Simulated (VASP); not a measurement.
# FeO in VASP: a series of runs

Runs on FeO. Level: PBE. Tasks: single point.

Program: VASP 6.6.1. These are calculated values, not measurements. Logs are shortened: lines on timing, memory, paths and dates and some standing lists are left out, and cuts for length are marked.

## Step 1: The cell of the first run

The typed cell holds 2 atoms: a = 3.107 Å, b = 3.107 Å, c = 3.107 Å, α = 59.99°, β = 59.99°, γ = 59.99°.

## Step 2: Single point, PBE, collinear spin, ferromagnetic start (10.60 Å³/atom)

Input file INCAR:

```
PREC     = Accurate       # precision mode
ENCUT    = 520            # plane-wave cutoff, eV
EDIFF    = 1E-6           # SCF threshold, eV
ISMEAR   = 0              # smearing method
SIGMA    = 0.1            # smearing width, eV
LREAL    = F              # projectors in reciprocal space
LASPH    = T              # aspherical terms in the spheres
NELM     = 150            # most SCF steps
ALGO     = Normal         # electronic algorithm
ISIF     = 2              # what is computed and relaxed
LWAVE    = F              # write WAVECAR
LCHARG   = F              # write CHGCAR
ISPIN    = 2              # spin polarisation
MAGMOM   = 3.79 0.35      # initial moments
LORBIT   = 11             # projections on sites
LMAXMIX  = 4              # l up to which the mixer works
GGA      = PE             # functional
NBANDS   = 18             # bands
```

Input file KPOINTS:

```
Automatic mesh
0
Gamma
  18 18 18
```

Input file POSCAR:

```
FeO
1.0
    1.5531103221      0.8966886625      2.5368009528
   -1.5531103221      0.8966886625      2.5368009528
    0.0000000000     -1.7933773250      2.5368009528
Fe O
1 1
Direct
    0.0000000000      0.0000000000      0.0000000000
    0.5000000000      0.5000000000      0.5000000000
```

Potentials or basis: VASP PAW PBE potentials, release 64 (Fe, O).

Run with:

```
> cat potpaw_PBE.64/Fe/POTCAR potpaw_PBE.64/O/POTCAR > POTCAR
> mpirun -np 1 vasp_std > vasp.out
```

OUTCAR:

```text
PREC = Accurate
   ENCUT = 520
   EDIFF = 1E-6
   ISMEAR = 0
   LREAL = F
   LASPH = T
   NELM = 150
   ISIF = 2
   ISPIN = 2
   LORBIT = 11
   GGA = PE

 ion  position               nearest neighbor table
   1  0.000  0.000  0.000-   2 2.20   2 2.20   2 2.20   2 2.20   2 2.20   2 2.20
   2  0.500  0.500  0.500-   1 2.20   1 2.20   1 2.20   1 2.20   1 2.20   1 2.20

  LATTYP: Found a trigonal (rhomboedric) cell.
 ALAT       =     3.1066962040
 COS(alpha) =     0.5001530641

  Lattice vectors:

 A1 = (   1.5531103221,   0.8966886625,   2.5368009528)
 A2 = (  -1.5531103221,   0.8966886625,   2.5368009528)
 A3 = (   0.0000000000,  -1.7933773250,   2.5368009528)

Analysis of symmetry for initial positions (statically):
=====================================================================
 Subroutine PRICEL returns:
 Original cell was already a primitive cell.

 Routine SETGRP: Setting up the symmetry group for a
 trigonal (rhombohedral) supercell.

 Subroutine GETGRP returns: Found 12 space group operations
 (whereof 12 operations were pure point group operations)
 out of a pool of 12 trial point group operations.

The static configuration has the point symmetry D_3d.

Analysis of symmetry for dynamics (positions and initial velocities):
=====================================================================
 Subroutine PRICEL returns:
 Original cell was already a primitive cell.

 Routine SETGRP: Setting up the symmetry group for a
 trigonal (rhombohedral) supercell.

 Subroutine GETGRP returns: Found 12 space group operations
 (whereof 12 operations were pure point group operations)
 out of a pool of 12 trial point group operations.

The dynamic configuration has the point symmetry D_3d.

Analysis of structural, dynamic, and magnetic symmetry:
=====================================================================
 Subroutine PRICEL returns:
 Original cell was already a primitive cell.

 Routine SETGRP: Setting up the symmetry group for a
 trigonal (rhombohedral) supercell.

 Subroutine GETGRP returns: Found 12 space group operations
 (whereof 12 operations were pure point group operations)
 out of a pool of 12 trial point group operations.

The overall configuration has the point symmetry D_3d.

 Subroutine INISYM returns: Found 12 space group operations
 (whereof 12 operations are pure point group operations),
 and found     1 'primitive' translations

----------------------------------------------------------------------------------------

                                     Primitive cell

  volume of cell :      21.1974

  direct lattice vectors                    reciprocal lattice vectors
     1.553110322  0.896688663  2.536800953     0.321934632  0.185869046  0.131399089
    -1.553110322  0.896688663  2.536800953    -0.321934632  0.185869046  0.131399089
     0.000000000 -1.793377325  2.536800953     0.000000000 -0.371738093  0.131399089

  length of vectors
     3.106696204  3.106696204  3.106696204     0.394277732  0.394277732  0.394277732

  position of ions in fractional coordinates (direct lattice)
     0.000000000  0.000000000  0.000000000
     0.500000000  0.500000000  0.500000000

  ion indices of the primitive-cell ions
   primitive index   ion index
                 1           1
                 2           2

----------------------------------------------------------------------------------------

 KPOINTS: Automatic mesh

Automatic generation of k-mesh.
 Grid dimensions read from file:
 generate k-points for:   18   18   18

 Generating k-lattice:

  Cartesian coordinates                     Fractional coordinates (reciprocal lattice)
     0.017885257  0.010326058  0.007299949     0.055555556 -0.000000000  0.000000000
    -0.017885257  0.010326058  0.007299949    -0.000000000  0.055555556  0.000000000
     0.000000000 -0.020652116  0.007299949     0.000000000  0.000000000  0.055555556

  Length of vectors
     0.021904318  0.021904318  0.021904318

  Shift w.r.t. Gamma in fractional coordinates (k-lattice)
     0.000000000  0.000000000  0.000000000

 Subroutine IBZKPT returns following result:
 ===========================================

 Found    580 irreducible k-points:

 Following reciprocal coordinates:
            Coordinates               Weight
  0.000000  0.000000  0.000000      1.000000
  0.055556  0.000000 -0.000000      6.000000
  0.111111  0.000000 -0.000000      6.000000
  0.166667  0.000000 -0.000000      6.000000
  0.222222  0.000000 -0.000000      6.000000
  0.277778  0.000000 -0.000000      6.000000
[... 16 lines left out ...]
 -0.277778  0.055556  0.000000     12.000000
 -0.222222  0.055556  0.000000     12.000000
 [... further k-points ...]
   k-points           NKPTS =    580   k-points in BZ     NKDIM =    580   number of bands    NBANDS=     18
   number of dos      NEDOS =    301   number of ions     NIONS =      2
   total plane-waves  NPLWV =  13824
   dimension x,y,z NGX =    24 NGY =   24 NGZ =   24
   dimension x,y,z NGXF=    48 NGYF=   48 NGZF=   48
   ions per type =               1   1
   NGX,Y,Z   is equivalent  to a cutoff of  12.84, 12.84, 12.84 a.u.
   NGXF,Y,Z  is equivalent  to a cutoff of  25.69, 25.69, 25.69 a.u.
 SYSTEM =  unknown system
   PREC   = accura    normal or accurate (medium, high low for compatibility)
   ISTART =      0    job   : 0-new  1-cont  2-samecut
   ICHARG =      2    charge: 1-file 2-atom 10-const
   ISPIN  =      2    spin polarized calculation?
   LNONCOLLINEAR =      F non collinear calculations
   LSORBIT =      F    spin-orbit coupling
   LASPH  =      T    aspherical Exc in radial PAW
   ENCUT  =  520.0 eV  38.22 Ry    6.18 a.u.   5.78  5.78  5.78*2*pi/ulx,y,z
   NELM   =    150;   NELMIN=  2; NELMDL= -5     # of ELM steps
   EDIFF  = 0.1E-05   stopping-criterion for ELM
   LREAL  =      F    real-space projection
   EDIFFG = 0.1E-04   stopping-criterion for IOM
   NSW    =      0    number of steps for IOM
   IBRION =     -1    ionic relax: 0-MD 1-quasi-New 2-CG
   NFREE  =      0    steps in history (QN), initial steepest desc. (CG)
   ISIF   =      2    stress and relaxation
   ISYM   =      2    0-nonsym 1-usesym 2-fastsym
   POTIM  = 0.5000    time-step for ionic-motion
   TEBEG  =    0.0;   TEEND  =   0.0 temperature during run
   PSTRESS=    0.0 pullay stress
   NELECT =      14.0000    total number of electrons
   NUPDOWN=      -1.0000    fix difference up-down
   EMIN   =  10.00;   EMAX   =-10.00  energy-range for DOS
   EFERMI =   0.00;   METHOD = LEGACY
   ISMEAR =     0;   SIGMA  =   0.10  broadening in eV -4-tet -1-fermi 0-gaus
   EFERMI_NEDOS =   21; number of points for ismear=-14 and -15
   IALGO  =     38    algorithm
   IMIX   =      4    mixing-type and parameters
     AMIX     =   0.40;   BMIX     =  1.00
     AMIX_MAG =   1.60;   BMIX_MAG =  1.00
  volume/ion in A,a.u.               =      10.60        71.52
  Fermi-wavevector in a.u.,A,eV,Ry     =   1.425685  2.694154 27.654906  2.032578
  Thomas-Fermi vector in A             =   2.546043
   LORBIT       =     11    0 simple, 1 ext, 2 COOP (PROOUT), +10 PAW based schemes
   GGA     = PE    functional components
   LHFCALC =     F    Hartree Fock is set to
   AEXX    =    0.0000 exact exchange contribution
   IVDW    =     0    specifies the selected vdW correction
   LEPSILON=     F    determine dielectric tensor
   LRPA    =     F    only Hartree local field effects (RPA)
 spin polarized calculation
 Gauss-broadening in eV      SIGMA  =   0.10
  energy-cutoff  :      520.00
  volume of cell :       21.20
 maximum number of plane-waves:       588
   NGX = 11   NGY = 11   NGZ = 11

 number of electron      14.0000002 magnetization       4.0004598

 Free energy of the ion-electron system (eV)
  ---------------------------------------------------
  ext. energy  EPLUGINS =         0.00000000
  ---------------------------------------------------
  free energy    TOTEN  =       -14.89866626 eV

  energy without entropy =      -14.89132268  energy(sigma->0) =      -14.89499447

 E-fermi :   5.5952     XC(G=0): -11.8530

 val. band max:        5.5934777786   @ k =  -0.2222   0.0556   0.0000
 cond. band min:       5.5974833159   @ k =  -0.2222   0.1667   0.0000
 fundamental gap:      0.0040055373
 Fermi energy:         5.5951620737

 spin component 1

 k-point     1 :       0.0000    0.0000    0.0000
  band No.  band energies     occupation
      1     -14.6699      1.00000
      2       1.7790      1.00000
      3       1.7799      1.00000
      4       1.7799      1.00000
      5       1.9283      1.00000
      6       1.9283      1.00000
[... 10 lines left out ...]
     17      25.2170      0.00000
     18      28.6277      0.00000

 k-point     2 :       0.0556    0.0000   -0.0000
  band No.  band energies     occupation
      1     -14.6426      1.00000
      2       1.4553      1.00000
      3       1.4628      1.00000
      4       1.4636      1.00000
      5       1.8177      1.00000
      6       1.8182      1.00000
[... 10 lines left out ...]
     17      25.6549      0.00000
     18      29.1193      0.00000

 k-point     3 :       0.1111    0.0000   -0.0000
  band No.  band energies     occupation
      1     -14.5627      1.00000
      2       0.8369      1.00000
      3       1.0037      1.00000
      4       1.0046      1.00000
      5       1.8736      1.00000
      6       1.8742      1.00000
[... 412 lines left out ...]
 k-point    23 :      -0.2778    0.0556    0.0000
  band No.  band energies     occupation
      1     -14.0253      1.00000
      2      -1.5023      1.00000
      3      -0.2938      1.00000
      4      -0.1122      1.00000
      5       2.1880      1.00000
      6       2.2688      1.00000
[... 10 lines left out ...]
     17      30.7827      0.00000
     18      32.4482      0.00000

 k-point    24 :      -0.2222    0.0556    0.0000
  band No.  band energies     occupation
      1     -14.2014      1.00000
      2      -0.9005      1.00000
      3      -0.0242      1.00000
      4       0.2220      1.00000
      5       2.0664      1.00000
      6       2.1577      1.00000
[... 10 lines left out ...]
     17      30.4826      0.00000
     18      32.1947      0.00000

 [... further k-points ...]

 spin component 2

 k-point     1 :       0.0000    0.0000    0.0000
  band No.  band energies     occupation
      1     -14.1570      1.00000
      2       2.5325      1.00000
      3       2.5339      1.00000
      4       2.5339      1.00000
      5       4.9332      1.00000
      6       4.9344      1.00000
[... 10 lines left out ...]
     17      26.7805      0.00000
     18      29.6683      0.00000

 k-point     2 :       0.0556    0.0000   -0.0000
  band No.  band energies     occupation
      1     -14.1294      1.00000
      2       2.2742      1.00000
      3       2.4451      1.00000
      4       2.4464      1.00000
      5       4.9702      1.00000
      6       4.9712      1.00000
[... 10 lines left out ...]
     17      27.1175      0.00000
     18      30.2315      0.00000

 k-point     3 :       0.1111    0.0000   -0.0000
  band No.  band energies     occupation
      1     -14.0485      1.00000
      2       1.6635      1.00000
      3       2.2192      1.00000
      4       2.2205      1.00000
      5       5.0642      1.00000
      6       5.0666      1.00000
[... 412 lines left out ...]
 k-point    23 :      -0.2778    0.0556    0.0000
  band No.  band energies     occupation
      1     -13.5034      1.00000
      2      -0.7252      1.00000
      3       1.1984      1.00000
      4       1.2620      1.00000
      5       5.4937      0.92436
      6       5.5066      0.89479
[... 10 lines left out ...]
     17      31.3550      0.00000
     18      33.2506      0.00000

 k-point    24 :      -0.2222    0.0556    0.0000
  band No.  band energies     occupation
      1     -13.6821      1.00000
      2      -0.0943      1.00000
      3       1.4500      1.00000
      4       1.5419      1.00000
      5       5.3321      0.99990
      6       5.3360      0.99988
[... 10 lines left out ...]
     17      31.2420      0.00000
     18      33.1735      0.00000

 [... further k-points ...]
[... 5 lines left out ...]
  --------------------------------------------------------------------------------------
  -------------------------------------------------------------------------------------
  Total       -1.2593300     -1.2593300     -1.2618749      0.0000000      0.0000000      0.0000000
  in kB      -95.1849953    -95.1849953    -95.3773532      0.0000000      0.0000000      0.0000000
  external PRESSURE =     -95.2491146 kB  Pullay stress =       0.0000000 kB

 VOLUME and BASIS-vectors are now :
 -----------------------------------------------------------------------------
  energy-cutoff  :      520.00
  volume of cell :       21.20
      direct lattice vectors                 reciprocal lattice vectors
     1.553110322  0.896688663  2.536800953     0.321934632  0.185869046  0.131399089
    -1.553110322  0.896688663  2.536800953    -0.321934632  0.185869046  0.131399089
     0.000000000 -1.793377325  2.536800953     0.000000000 -0.371738093  0.131399089

 POSITION                                       TOTAL-FORCE (eV/Angst)
 -----------------------------------------------------------------------------------
      0.00000      0.00000      0.00000        -0.000000     -0.000000      0.000000
      0.00000      0.00000      3.80520         0.000000      0.000000     -0.000000
 -----------------------------------------------------------------------------------
    total drift:                               -0.000000      0.000000     -0.000000

  FREE ENERGIE OF THE ION-ELECTRON SYSTEM (eV)
  ---------------------------------------------------
  free  energy   TOTEN  =       -14.8986662588 eV

  energy  without entropy=      -14.8913226848  energy(sigma->0) =      -14.89499447

 total charge

# of ion       s       p       d       tot
------------------------------------------
    1        0.273   0.322   6.049   6.644
    2        1.557   3.408   0.000   4.965
--------------------------------------------------
tot          1.829   3.730   6.049  11.608

 magnetization (x)

# of ion       s       p       d       tot
------------------------------------------
    1        0.027   0.020   3.580   3.627
    2        0.028   0.263   0.000   0.291
--------------------------------------------------
tot          0.055   0.283   3.580   3.917
```

Run time: 2.9 min. Hardware: 1 thread of Intel Xeon 6975P-C (Granite Rapids), shared host; peak memory 0.43 GiB.

Results:

```
Free energy                                           : -14.8987 eV
Pressure                                              : -9.5 GPa
Band gap on the k mesh                                : zero (filled and empty bands overlap)
Net moment                                            : 4.00 μB per cell
Site moments                                          : Fe +3.63; O +0.29 μB
Valence electrons inside the program's atomic spheres : Fe 6.64; O 4.96
```

Caveat: the cell stands under tension; a cell with one magnetic atom can't hold antiferromagnetic order, which such compounds often take; semilocal functionals often make such compounds metallic where correlation or magnetic order opens a gap, which also shifts bond lengths. With open d or f shells a metallic result of PBE can be an artefact of self-interaction; +U or a hybrid may open a gap.

## Step 3: Single point, PBE, collinear spin, ferromagnetic start (9.40 Å³/atom)

This run uses another cell than the first one, of 9.40 Å³/atom.

Input file INCAR:

```
  ALGO = Normal
  EDIFF = 1E-7
  ENCUT = 520
  GGA = PE
  ISIF = 2
  ISMEAR = 0
  ISPIN = 2
  LASPH = True
  LCHARG = True
  LELF = True
  LMAXMIX = 4
  LORBIT = 11
  LREAL = False
  LVHAR = True
  LWAVE = False
  MAGMOM = 3.79 0.35
  NBANDS = 18
  NELM = 150
  PREC = Accurate
  SIGMA = 0.1
```

Input file KPOINTS:

```
k-points
0
Gamma
  18 18 18
```

Input file POSCAR:

```
FeO
1.0
    1.4921402248      0.8614875604      2.4372143103
   -1.4921402248      0.8614875604      2.4372143103
    0.0000000000     -1.7229751209      2.4372143103
Fe O
1 1
Direct
    0.0000000000      0.0000000000      0.0000000000
    0.5000000000      0.5000000000      0.5000000000
```

Potentials or basis: VASP PAW PBE potentials, release 64 (Fe, O).

Run with:

```
> cat potpaw_PBE.64/Fe/POTCAR potpaw_PBE.64/O/POTCAR > POTCAR
> mpirun -np 1 vasp_std > vasp.out
```

Run time: 2.6 min. Hardware: 1 thread of Intel Xeon 6975P-C (Granite Rapids), shared host; peak memory 0.4 GiB.

Results (log left out):

- Free energy: -14.8846 eV
- Pressure: 13.5 GPa
- Band gap on the k mesh: zero (filled and empty bands overlap)
- Net moment: 4.00 μB per cell
- Site moments: Fe +3.61; O +0.32 μB
- Valence electrons inside the program's atomic spheres: Fe 6.84; O 5.03

Levels at points of the mesh, in eV from the Fermi level:
Spin up:
```tsv
k point	band 7	band 8	band 9	band 10	band 11	band 12
(0.00, 0.00, 0.00)	-3.94	-3.69	-3.69	0.47	15.69	17.58
(0.50, 0.00, 0.00)	-2.42	-0.12	-0.12	4.27	9.11	13.03
(0.50, 0.50, 0.00)	-2.72	-2.72	-2.64	5.79	9.18	11.12
(0.50, 0.50, 0.50)	-2.42	-0.12	-0.12	4.27	9.11	13.04
```
Spin down:
| k point | band 1 | band 2 | band 3 | band 4 | band 5 | band 6 | band 7 | band 8 | band 9 | band 10 |
| --- | --- | --- | --- | --- | --- | --- | --- | --- | --- | --- |
| (0.00, 0.00, 0.00) | -20.69 | -3.43 | -3.43 | -3.43 | -0.82 | -0.82 | -0.82 | 0.17 | 0.17 | 1.28 |
| (0.50, 0.00, 0.00) | -19.34 | -8.49 | -5.52 | -5.51 | 0.44 | 0.44 | 0.67 | 3.04 | 3.04 | 4.76 |
| (0.50, 0.50, 0.00) | -19.36 | -7.30 | -4.68 | -4.68 | -2.36 | 0.77 | 0.82 | 0.82 | 1.31 | 7.14 |
| (0.50, 0.50, 0.50) | -19.34 | -8.50 | -5.51 | -5.51 | 0.44 | 0.44 | 0.67 | 3.04 | 3.04 | 4.77 |

Caveat: the cell stands under pressure; a cell with one magnetic atom can't hold antiferromagnetic order, which such compounds often take; semilocal functionals often make such compounds metallic where correlation or magnetic order opens a gap, which also shifts bond lengths.
